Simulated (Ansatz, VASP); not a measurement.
Two plane-wave programs on TiAl3

```xyz
4
Lattice="-1.8983 1.8983 4.2519 1.8983 -1.8983 4.2519 1.8983 1.8983 -4.2519" Properties=species:S:1:pos:R:3 pbc="T T T"
Ti    0.0000    0.0000    0.0000
Al    1.8983    0.0000    2.1260
Al    0.0000    1.8983    2.1260
Al    0.0000    0.0000    4.2519
```

Alike in both runs: task single point; functional LDA; k mesh 10 × 10 × 10; occupations fermi-dirac, width 0.05 eV; no spin polarisation.

|  | VASP | Ansatz |
| --- | --- | --- |
| version | VASP 6.6.1 | Ansatz 0.2.0 |
| potentials or method | VASP PAW LDA potentials, release 64 (Ti_sv, Al) | Ansatz PAW |
| plane-wave cutoff (eV) | 520 | 420 |
| valence electrons in the cell | 21 | 21 |

```tsv
	VASP	Ansatz	Ansatz less VASP
gap on the k mesh at the Fermi level (eV)	none	none	-
pressure (GPa)	-1.2	-1.3	-0.08
traceless stress, the component that is largest in VASP (GPa)	0.19	0.20	+0.009
```

LDA's correlation is that of Perdew and Zunger in VASP and of Perdew and Wang (1992) in Ansatz. A gap of «none» marks a metal or a gap that the smearing closes.
